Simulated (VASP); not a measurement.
**HfSiO4: relaxation of the atoms with PBE**

Crystal: HfSiO4.

```xyz
12
Lattice="-3.2862 3.2862 2.9816 3.2862 -3.2862 2.9816 3.2862 3.2862 -2.9816" Properties=species:S:1:pos:R:3 pbc="T T T"
Hf    0.0000    3.2862    1.4908
Hf    0.0000    0.0000    0.0000
Si    3.2862    0.0000    1.4908
Si    0.0000    0.0000    2.9816
O     3.2862    2.0736   -1.0746
O     4.4989    0.0000    0.4162
O     0.0000    1.2126    1.9070
O     2.0736    0.0000    0.4162
O     3.2862    1.2126    2.5654
O     1.2126    0.0000    4.0562
O     3.2863   -1.2126    2.5654
O     2.0736    3.2862    1.0746
```

* Program: VASP 6.6.1
* Task: relaxation of the atoms
* Functional: PBE
* Potentials or basis: VASP PAW PBE potentials, release 64 (Hf_pv, Si, O)
* Cutoff: 520 eV
* k mesh: 5 × 5 × 5
* Occupations: fermi-dirac, width 0.02 eV
* Spin: no spin polarisation
* Dipole correction: no
* Further INCAR settings: ALGO = Normal; EDIFF = 1e-06; IBRION = 2; EDIFFG = -0.02; NSW = 80

| Property | Result |
| --- | --- |
| Energy gained by relaxing | 1.7 meV/atom |
| Ionic steps | 3 |
| Pressure after relaxing | 5.0 GPa |
| Largest force after relaxing | 0.020 eV/Å |
| Band gap on the k mesh | 5.44 eV (least direct gap 5.83 eV) |

Forces on the atoms (eV/Å):
```
Hf   0.000  0.000  0.000
Hf   0.000  0.000  0.000
Si   0.000  0.000  0.000
Si   0.000  0.000  0.000
O    0.000  0.012 -0.016
O   -0.012  0.000 -0.016
O    0.000 -0.012 -0.016
O    0.012  0.000 -0.016
O    0.000 -0.012  0.016
O   -0.012  0.000  0.016
O    0.000  0.012  0.016
O    0.012  0.000  0.016
```

Stress tensor (GPa, compression positive):
```
4.71 0.00 0.00
0.00 4.71 0.00
0.00 0.00 5.67
```

The path:
```csv
step,energy change (eV),largest force (eV/Å),pressure (GPa)
1,0.0000,0.5300,5.81
2,0.0366,0.8722,3.95
3,-0.0199,0.0199,5.03
```

Final structure:
```
Hf Si O
1.0
    -3.28625    3.28625    2.98160
     3.28625   -3.28625    2.98160
     3.28625    3.28625   -2.98160
Hf Si O
2 2 8
Direct
  0.75000 0.25000 0.50000
  0.00000 0.00000 0.00000
  0.25000 0.75000 0.50000
  0.50000 0.50000 0.00000
  0.13318 0.31879 0.81439
  0.06879 0.75441 0.68561
  0.50441 0.31879 0.18561
  0.06879 0.38318 0.31439
  0.61682 0.93121 0.68561
  0.68121 0.86682 0.18561
  0.24559 0.93121 0.31439
  0.68121 0.49559 0.81439
```

Levels at points of the mesh, in eV from the valence-band top:
```
           k point  band 35  band 36  band 37  band 38  band 39  band 40  band 41  band 42
(0.00, 0.00, 0.00)    -0.58    -0.58    -0.56     0.00     5.83     6.15     6.19     6.26
```

Run time: 3 min on 2 MPI ranks on Intel(R) Xeon(R) Platinum 8259CL CPU @ 2.50GHz (Skylake/Cascade Lake) (shared host), peak memory 0.3 GiB a rank.

Caveat: spin-orbit coupling is left out, which moves the levels of the heavy elements. A k mesh can miss the band edges.
